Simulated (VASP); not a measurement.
# SiC (P6_3mc) in VASP: settings compared

SiC is run at these levels: LDA, revPBE, PBE; tasks: elastic constants, single point, vibrations by perturbation theory, dielectric tensor.

Program: VASP 6.6.1. These are calculated values, not measurements. Logs are shortened: lines on timing, memory, paths and dates and some standing lists are left out, and cuts for length are marked.

### Step 1. The cell of the first run

It takes space group P6_3mc (No. 186, hexagonal). The conventional cell has a = 3.076 Å, b = 3.076 Å, c = 5.048 Å, α = 90.00°, β = 90.00°, γ = 120.00°. Within 2.5 Å of Si (site symmetry 3m) lie 4 C at 1.87 to 1.94 Å. Within 2.5 Å of C (site symmetry 3m) lie 4 Si at 1.87 to 1.94 Å.

### Step 2. Elastic constants, LDA

INCAR reads:

```
PREC = Accurate
ENCUT = 600
EDIFF = 1E-8
ISMEAR = 0
SIGMA = 0.01
LREAL = False
LASPH = True
NELM = 60
ALGO = Normal
ISIF = 3
LWAVE = False
LCHARG = False
IBRION = 6
NFREE = 2
POTIM = 0.015
NSW = 1
```

KPOINTS reads:

```
Automatic mesh
0
Gamma
  7 7 4
```

POSCAR reads:

```
SiC
1.0
    3.0760000000      0.0000000000      0.0000000000
   -1.5380000000      2.6638941420      0.0000000000
    0.0000000000      0.0000000000      5.0480000000
Si C
2 2
Direct
    0.6666666667      0.3333333333      0.5000000000
    0.3333333333      0.6666666667      0.0000000000
    0.6666666667      0.3333333333      0.8850000000
    0.3333333333      0.6666666667      0.3850000000
```

Potentials or basis: VASP PAW LDA potentials, release 64 (Si, C).

On the command line:

```bash
cat potpaw_LDA.64/Si/POTCAR potpaw_LDA.64/C/POTCAR > POTCAR
mpirun -np 1 vasp_std > vasp.out
```

OUTCAR:

```text
PREC = Accurate
   ENCUT = 600
   EDIFF = 1E-8
   ISMEAR = 0
   LREAL = False
   LASPH = True
   NELM = 60
   ISIF = 3
   IBRION = 6
   NFREE = 2
   POTIM = 0.015
   NSW = 1

 ion  position               nearest neighbor table
   1  0.667  0.333  0.500-   4 1.87   4 1.87   4 1.87   3 1.94   2 3.09   2 3.09   2 3.09   2 3.09
                             2 3.09   2 3.09
   2  0.333  0.667  0.000-   3 1.87   3 1.87   3 1.87   4 1.94   1 3.09   1 3.09   1 3.09   1 3.09
                             1 3.09   1 3.09
   3  0.667  0.333  0.885-   2 1.87   2 1.87   2 1.87   1 1.94
   4  0.333  0.667  0.385-   1 1.87   1 1.87   1 1.87   2 1.94

  LATTYP: Found a hexagonal cell.
 ALAT       =     3.0760000000
 C/A-ratio  =     1.6410923277

  Lattice vectors:

 A1 = (   3.0760000000,   0.0000000000,   0.0000000000)
 A2 = (  -1.5380000000,   2.6638941420,   0.0000000000)
 A3 = (   0.0000000000,   0.0000000000,   5.0480000000)

Analysis of symmetry for initial positions (statically):
=====================================================================
 Subroutine PRICEL returns:
 Original cell was already a primitive cell.

 Routine SETGRP: Setting up the symmetry group for a
 hexagonal supercell.

 Subroutine GETGRP returns: Found 12 space group operations
 (whereof  6 operations were pure point group operations)
 out of a pool of 24 trial point group operations.

The static configuration has the point symmetry C_3v.
 The point group associated with its full space group is C_6v.

Analysis of symmetry for dynamics (positions and initial velocities):
=====================================================================
 Subroutine PRICEL returns:
 Original cell was already a primitive cell.

 Routine SETGRP: Setting up the symmetry group for a
 hexagonal supercell.

 Subroutine GETGRP returns: Found 12 space group operations
 (whereof  6 operations were pure point group operations)
 out of a pool of 24 trial point group operations.

The dynamic configuration has the point symmetry C_3v.
 The point group associated with its full space group is C_6v.

 Subroutine INISYM returns: Found 12 space group operations
 (whereof  6 operations are pure point group operations),
 and found     1 'primitive' translations

----------------------------------------------------------------------------------------

                                     Primitive cell

  volume of cell :      41.3640

  direct lattice vectors                    reciprocal lattice vectors
     3.076000000  0.000000000  0.000000000     0.325097529  0.187695146  0.000000000
    -1.538000000  2.663894142  0.000000000     0.000000000  0.375390292  0.000000000
     0.000000000  0.000000000  5.048000000     0.000000000  0.000000000  0.198098257

  length of vectors
     3.076000000  3.076000000  5.048000000     0.375390292  0.375390292  0.198098257

  position of ions in fractional coordinates (direct lattice)
     0.666666667  0.333333333  0.500000000
     0.333333333  0.666666667  0.000000000
     0.666666667  0.333333333  0.885000000
     0.333333333  0.666666667  0.385000000

  ion indices of the primitive-cell ions
   primitive index   ion index
                 1           1
                 2           2
                 3           3
                 4           4

----------------------------------------------------------------------------------------

 KPOINTS: Automatic mesh

Automatic generation of k-mesh.
 Grid dimensions read from file:
 generate k-points for:    7    7    4

 Generating k-lattice:

  Cartesian coordinates                     Fractional coordinates (reciprocal lattice)
     0.046442504  0.026813592  0.000000000     0.142857143  0.000000000  0.000000000
     0.000000000  0.053627185  0.000000000     0.000000000  0.142857143  0.000000000
     0.000000000  0.000000000  0.049524564     0.000000000  0.000000000  0.250000000

  Length of vectors
     0.053627185  0.053627185  0.049524564

  Shift w.r.t. Gamma in fractional coordinates (k-lattice)
     0.000000000  0.000000000  0.000000000

 Subroutine IBZKPT returns following result:
 ===========================================

 Found     24 irreducible k-points:
[... 69 lines left out ...]
   LORBIT       =      0    0 simple, 1 ext, 2 COOP (PROOUT), +10 PAW based schemes
   GGA     = CA    functional components
   LHFCALC =     F    Hartree Fock is set to
   AEXX    =    0.0000 exact exchange contribution
   IVDW    =     0    specifies the selected vdW correction
   LEPSILON=     F    determine dielectric tensor
   LRPA    =     F    only Hartree local field effects (RPA)
 finite differences with symmetry
 non-spin polarized calculation
 Gauss-broadening in eV      SIGMA  =   0.01
  energy-cutoff  :      600.00
  volume of cell :       41.36
 maximum number of plane-waves:      1396
 NGX is ok and might be reduce to    28
   NGX = 13   NGY = 13   NGZ = 21

--------------------------------------- Ionic step        1  -------------------------------------------

 number of electron      16.0000001 magnetization

 Free energy of the ion-electron system (eV)
  ---------------------------------------------------
  ext. energy  EPLUGINS =         0.00000000
  ---------------------------------------------------
  free energy    TOTEN  =       -33.23375422 eV

  energy without entropy =      -33.23375422  energy(sigma->0) =      -33.23375422

------------------------ aborting loop because EDIFF is reached ----------------------------------------

  FORCE on cell =-STRESS in cart. coord.  units (eV):
  Direction    XX          YY          ZZ          XY          YZ          ZX
  --------------------------------------------------------------------------------------
  -------------------------------------------------------------------------------------
  Total       -0.5931133     -0.5931133     -1.7097330      0.0000000      0.0000000      0.0000000
  in kB      -22.9734170    -22.9734170    -66.2241250      0.0000000      0.0000000      0.0000000
  external PRESSURE =     -37.3903197 kB  Pullay stress =       0.0000000 kB
[... 95 lines left out ...]
  FREE ENERGIE OF THE ION-ELECTRON SYSTEM (eV)
  ---------------------------------------------------
  free  energy   TOTEN  =       -33.2256644713 eV

  energy  without entropy=      -33.2256644713  energy(sigma->0) =      -33.22566447

[... ionic steps 4 to 18 ...]

--------------------------------------- Ionic step       19  -------------------------------------------

 number of electron      16.0000000 magnetization

------------------------ aborting loop because EDIFF is reached ----------------------------------------
[... 71 lines left out ...]
--------------------------------------- Ionic step       21  -------------------------------------------

 number of electron      16.0000000 magnetization

 Free energy of the ion-electron system (eV)
  ---------------------------------------------------
  ext. energy  EPLUGINS =         0.00000000
  ---------------------------------------------------
  free energy    TOTEN  =       -33.24237092 eV

  energy without entropy =      -33.24237092  energy(sigma->0) =      -33.24237092

 E-fermi :   8.4286     XC(G=0): -11.5495

 val. band max:        8.3175901296   @ k =   0.0000   0.0000   0.0000
 cond. band min:      10.8405598413   @ k =   0.2857   0.2857   0.0000
 fundamental gap:      2.5229697116
 Fermi energy:         8.4285989478

 k-point     1 :       0.0000    0.0000    0.0000
  band No.  band energies     occupation
      1      -7.2718      2.00000
      2      -3.7091      2.00000
      3      -0.3759      2.00000
      4       6.8215      2.00000
      5       6.8215      2.00000
      6       8.1076      2.00000
      7       8.1076      2.00000
      8       8.3176      2.00000
      9      12.9506      0.00000
     10      14.4013      0.00000
     11      14.7582      0.00000
     12      14.7582      0.00000
[... 331 lines left out ...]
 k-point    24 :       0.2857    0.2857    0.5000
  band No.  band energies     occupation
      1      -2.7000      2.00000
      2      -2.6738      2.00000
      3       0.5784      2.00000
      4       0.6087      2.00000
      5       2.8686      2.00000
      6       2.9111      2.00000
      7       6.4588      2.00000
      8       6.4987      2.00000
      9      12.9523      0.00000
     10      12.9924      0.00000
     11      14.5244      0.00000
     12      14.6051      0.00000

 [... further k-points ...]
[... 5 lines left out ...]
  --------------------------------------------------------------------------------------
  -------------------------------------------------------------------------------------
  Total       -0.6656796     -0.6656796     -1.6123134     -0.0000000      0.0000000      0.0000000
  in kB      -25.7841725    -25.7841725    -62.4507144     -0.0000000      0.0000000      0.0000000
  external PRESSURE =     -38.0063531 kB  Pullay stress =       0.0000000 kB
[... 19 lines left out ...]
  FREE ENERGIE OF THE ION-ELECTRON SYSTEM (eV)
  ---------------------------------------------------
  free  energy   TOTEN  =       -33.2423709187 eV

  energy  without entropy=      -33.2423709187  energy(sigma->0) =      -33.24237092

 INTERNAL STRAIN TENSORS FROM STRAINED CELLS
 ============================================

 INTERNAL STRAIN TENSOR FOR ION    1 for displacements in x,y,z  (eV/Angst):
          X           Y           Z          XY          YZ          ZX
  --------------------------------------------------------------------------------
  x     0.00000     0.00000    -0.00000     8.66910     0.00000    -5.35232
  y     8.69965    -8.73028     0.00000     0.00004    -6.07733     0.00001
  z    -4.93638    -4.94312     5.27376    -0.00013     0.00231    -0.00001

 INTERNAL STRAIN TENSORS FROM DISPLACED ATOMS
 ============================================

 INTERNAL STRAIN TENSOR FOR ION    1 for displacements in x,y,z  (eV/Angst):
          X           Y           Z          XY          YZ          ZX
  --------------------------------------------------------------------------------
  x    -0.00000     0.00000     0.00000     8.68628    -0.00000    -5.35915
  y     8.68628    -8.68628     0.00000     0.00000    -5.35915     0.00000
  z    -4.92040    -4.92040     5.95178     0.00000     0.00000     0.00000

 INTERNAL STRAIN TENSOR FOR ION    4 for displacements in x,y,z  (eV/Angst):
          X           Y           Z          XY          YZ          ZX
  --------------------------------------------------------------------------------
  x     0.00000     0.00000     0.00000   -10.42340    -0.00000     5.35847
  y   -10.42340    10.42340    -0.00000     0.00000     5.35847     0.00000
  z     4.92267     4.92267    -5.96002     0.00000    -0.00000     0.00000

 Eigenvectors and eigenvalues of the dynamical matrix
 ----------------------------------------------------

   1 f  =   24.565360 THz   154.348707 2PiTHz  819.412195 cm-1   101.594118 meV
             X         Y         Z           dx          dy          dz
      1.538000  0.887965  2.524000    -0.387016   -0.000002    0.000000
     -0.000000  1.775929  0.000000    -0.387016   -0.000002   -0.000000
      1.538000  0.887965  4.467480     0.591793    0.000003   -0.000000
     -0.000000  1.775929  1.943480     0.591793    0.000003   -0.000000
[... 71 lines left out ...]
  12 f/i=    0.000297 THz     0.001863 2PiTHz    0.009891 cm-1     0.001226 meV
             X         Y         Z           dx          dy          dz
      1.538000  0.887965  2.524000     0.000000   -0.000000   -0.591790
     -0.000000  1.775929  0.000000     0.000000   -0.000000   -0.591790
      1.538000  0.887965  4.467480     0.000000   -0.000000   -0.387020
     -0.000000  1.775929  1.943480     0.000000   -0.000000   -0.387020

--------------------------------------------------------------------------------------------------------

 ELASTIC MODULI CONTR FROM IONIC RELAXATION (kBar)
 Direction    XX          YY          ZZ          XY          YZ          ZX
 --------------------------------------------------------------------------------
 XX        -535.9931    271.9900    159.7444      0.0000      0.0000      0.0000
 YY         271.9900   -535.9931    159.7444     -0.0000     -0.0000     -0.0000
 ZZ         159.7444    159.7444   -193.3180      0.0000      0.0000     -0.0000
 XY           0.0000     -0.0000      0.0000   -403.9916     -0.0000      0.0000
 YZ           0.0000      0.0000      0.0000     -0.0000   -107.0915     -0.0000
 ZX           0.0000     -0.0000     -0.0000      0.0000     -0.0000   -107.0915
 --------------------------------------------------------------------------------

 TOTAL ELASTIC MODULI (kBar)
 Direction    XX          YY          ZZ          XY          YZ          ZX
 --------------------------------------------------------------------------------
 XX        5141.0705   1121.1594    530.3664      0.0000      0.0000      0.0000
 YY        1121.1594   5141.0705    530.3664     -0.0000     -0.0000     -0.0000
 ZZ         530.3664    530.3664   4899.9054      0.0000      0.0000     -0.0000
 XY           0.0000     -0.0000      0.0000   2009.9556     -0.0000      0.0000
 YZ           0.0000      0.0000      0.0000     -0.0000   1562.5178     -0.0000
 ZX           0.0000     -0.0000     -0.0000      0.0000     -0.0000   1562.5178
 --------------------------------------------------------------------------------
```

Run time: 13 min. Hardware: 1 thread of Intel Xeon 8259CL, shared host; peak memory 0.25 GiB.

What came out:

- Voigt bulk modulus: 217 GPa
- Highest phonon frequency at Γ, LO-TO splitting left out: 819 cm⁻¹

Phonon frequencies in cm⁻¹ (negative: imaginary):
| q point | frequencies |
| --- | --- |
| (0.000, 0.000, 0.000) | 0 0 0 262 262 551 678 783 786 786 819 819 |

Elastic tensor in Voigt notation (GPa, in the Cartesian axes of the cell as first typed):
```
514 112  53   0   0   0
112 514  53   0   0   0
 53  53 490   0   0   0
  0   0   0 156   0   0
  0   0   0   0 156   0
  0   0   0   0   0 201
```

Clamped-ion elastic tensor (GPa):
```
568  85  37   0   0   0
 85 568  37   0   0   0
 37  37 509   0   0   0
  0   0   0 167   0   0
  0   0   0   0 167   0
  0   0   0   0   0 241
```

Caveat: the cell is under stress, which shifts elastic constants.

### Step 3. Single point, revPBE

POSCAR is that of step 2.

INCAR.step1 reads:

```
GGA = RE
ISMEAR = 0
SIGMA = 0.03
LWAVE = F
LCHARG = T
NBANDS = 28
PREC = Accurate
LASPH = T
LREAL = F
ALGO = Normal
EDIFF = 1E-6
NELM = 120
GGA_COMPAT = F
ENCUT = 460
EFERMI = MIDGAP
KPAR = 2
```

KPOINTS.step1 reads:

```
k-points
0
Gamma
  8 8 5
```

INCAR.step2 reads:

```
GGA = RE
ISMEAR = -5
LWAVE = F
LCHARG = F
NBANDS = 28
PREC = Accurate
LASPH = T
LREAL = F
ALGO = Normal
EDIFF = 1E-6
NELM = 120
GGA_COMPAT = F
ENCUT = 460
EFERMI = MIDGAP
NEDOS = 2001
LORBIT = 11
EMIN = -7.2202
EMAX = 17.7798
ICHARG = 11
KPAR = 2
```

KPOINTS.step2 reads:

```
Automatic mesh
0
Gamma
  14 14 7
  0 0 0
```

Potentials or basis: VASP PAW PBE potentials, release 64 (Si, C).

On the command line:

```bash
cat potpaw_PBE.64/Si/POTCAR potpaw_PBE.64/C/POTCAR > POTCAR
cp INCAR.step1 INCAR
cp KPOINTS.step1 KPOINTS
mpirun -np 2 vasp_std > vasp.out
cp INCAR.step2 INCAR
cp KPOINTS.step2 KPOINTS
mpirun -np 2 vasp_std > vasp.out
```

It took 52 s on 2 MPI ranks of Intel Xeon Platinum 8259CL at 2.50GHz (Skylake/Cascade Lake), shared host; peak memory 0.18 GiB.

It converged, with:

| Item | Value |
| --- | --- |
| Band gap on the k mesh | 2.43 eV (least direct gap 4.10 eV) |
| Valence electrons inside the program's atomic spheres | Si 1.68; C 2.56 |

Levels at points of the mesh, in eV from the valence-band top:
| k point | band 6 | band 7 | band 8 | band 9 | band 10 | band 11 |
| --- | --- | --- | --- | --- | --- | --- |
| (0.00, 0.00, 0.00) | -0.28 | -0.28 | 0.00 | 4.65 | 6.04 | 6.54 |
| (0.50, 0.00, 0.00) | -3.54 | -3.25 | -1.48 | 2.62 | 4.21 | 6.78 |

Caveat: the cutoff is under 1.25 times the usual one of these potentials, so pressure, stress and relaxed cells hold a basis-set (Pulay) error; the PAW data sets were made with another functional, which shifts forces and pressure a little. A k mesh can miss the band edges.

### Step 4. Single point, revPBE

POSCAR is that of step 3.

INCAR.step1: that of step 3 with these lines changed.

```diff
@@ -13,3 +13,3 @@
 GGA_COMPAT = F
-ENCUT = 460
+ENCUT = 640
 EFERMI = MIDGAP
```

KPOINTS.step1 is that of step 3.

INCAR.step2: that of step 3 with these lines changed.

```diff
@@ -12,8 +12,8 @@
 GGA_COMPAT = F
-ENCUT = 460
+ENCUT = 640
 EFERMI = MIDGAP
-NEDOS = 2001
+NEDOS = 4001
 LORBIT = 11
-EMIN = -7.2202
-EMAX = 17.7798
+EMIN = -7.2209
+EMAX = 17.7791
 ICHARG = 11
```

KPOINTS.step2 reads:

```
Automatic mesh
0
Gamma
  30 30 16
  0 0 0
```

On the command line:

```bash
cat potpaw_PBE.64/Si/POTCAR potpaw_PBE.64/C/POTCAR > POTCAR
cp INCAR.step1 INCAR
cp KPOINTS.step1 KPOINTS
mpirun -np 2 vasp_std > vasp.out
cp INCAR.step2 INCAR
cp KPOINTS.step2 KPOINTS
mpirun -np 2 vasp_std > vasp.out
```

It took 6.2 min on 2 MPI ranks of Intel Xeon Platinum 8259CL at 2.50GHz (Skylake/Cascade Lake), shared host; peak memory 0.92 GiB.

The run converged. Its results:

```yaml
Band_gap_on_the_k_mesh: 2.35 eV (least direct gap 4.10 eV)
Valence_electrons_inside_the_program's_atomic_spheres: Si 1.68; C 2.55
```

Levels at points of the mesh, in eV from the valence-band top:
| k point | band 4 | band 5 | band 6 | band 7 | band 8 | band 9 | band 10 | band 11 | band 12 | band 13 |
| --- | --- | --- | --- | --- | --- | --- | --- | --- | --- | --- |
| (0.00, 0.00, 0.00) | -1.55 | -1.55 | -0.28 | -0.28 | 0.00 | 4.65 | 6.05 | 6.54 | 6.54 | 7.59 |
| (0.50, 0.00, 0.00) | -6.54 | -5.42 | -3.54 | -3.25 | -1.48 | 2.62 | 4.21 | 6.78 | 7.21 | 9.75 |

Caveat: the PAW data sets were made with another functional, which shifts forces and pressure a little. As with any semilocal functional, this revPBE gap is likely too small.

(Continued in part 2 of 2.)
